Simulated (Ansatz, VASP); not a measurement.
**InP in VASP and in Ansatz**

The input POSCAR:

```
InP
1.0
    0.0000000000      2.9534409564      2.9534409564
    2.9534409564      0.0000000000      2.9534409564
    2.9534409564      2.9534409564      0.0000000000
In P
1 1
Direct
    0.0000000000      0.0000000000      0.0000000000
    0.7500000000      0.7500000000      0.7500000000
```

Contents of INCAR.step1:

```
SYSTEM = InP
  ALGO = Normal
  EDIFF = 1E-4
  ENCUT = 520
  GGA = PE
  ISMEAR = 0
  LASPH = .True.
  LCHARG = .False.
  LREAL = .False.
  LWAVE = .True.
  NBANDS = 16
  NELM = 60
  PREC = Accurate
  SIGMA = 0.05
```

The input INCAR.step2:

```
SYSTEM = InP
  ALGO = Normal
  EDIFF = 1E-8
  ENCUT = 520
  ISIF = 2
  ISMEAR = 0
  ISTART = 1
  LASPH = .True.
  LCHARG = .False.
  LEFG = .True.
  LMIXTAU = .True.
  LREAL = .False.
  LWAVE = .False.
  METAGGA = R2SCAN
  NBANDS = 16
  NELM = 60
  PREC = Accurate
  SIGMA = 0.05
```

The input KPOINTS:

```
k-points
0
Gamma
  10 10 10
  0 0 0
```

Input for Ansatz:

```yaml
crystal:
  lattice:
    - [0.0, 2.9534409564, 2.9534409564]
    - [2.9534409564, 0.0, 2.9534409564]
    - [2.9534409564, 2.9534409564, 0.0]
  atoms:
    - { symbol: In, position: [0.0, 0.0, 0.0] }
    - { symbol: P, position: [0.75, 0.75, 0.75] }
basis:
  ecutwfc: 500
  ecutrho_ratio: 4
kpoints:
  mp_grid: { grid: [10, 10, 10] }
hamiltonian:
  xc: r2scan
scf:
  occupations: { method: gaussian, width: 0.05 }
  n_extra_bands: 20
output:
  forces: true
  stress: true
  eigenvalues: true
  optics: { de: 0.05 }
  efg: {}
```

Alike in both runs: task electric field gradients; functional r2SCAN; k mesh 10 × 10 × 10; occupations gaussian, width 0.05 eV; no spin polarisation.

|  | VASP | Ansatz |
| --- | --- | --- |
| version | VASP 6.6.1 | Ansatz 0.2.0 |
| potentials or method | VASP PAW PBE potentials, release 64 (In_d, P), cutoff 520 eV | scalar-relativistic, plane waves, PAW |
| valence electrons in the cell | 18 | 18 |

```csv
,VASP,Ansatz,Ansatz less VASP
gap on the k mesh at the Fermi level (eV),1.03,1.03,-0.004
least direct gap on the mesh (eV),1.03,1.03,-0.004
pressure (GPa),-0.1,0.0,+0.11
```

VASP's potentials were made for PBE, not for r2SCAN. With one functional, cell and mesh, what is left measures potentials, basis and numerics.
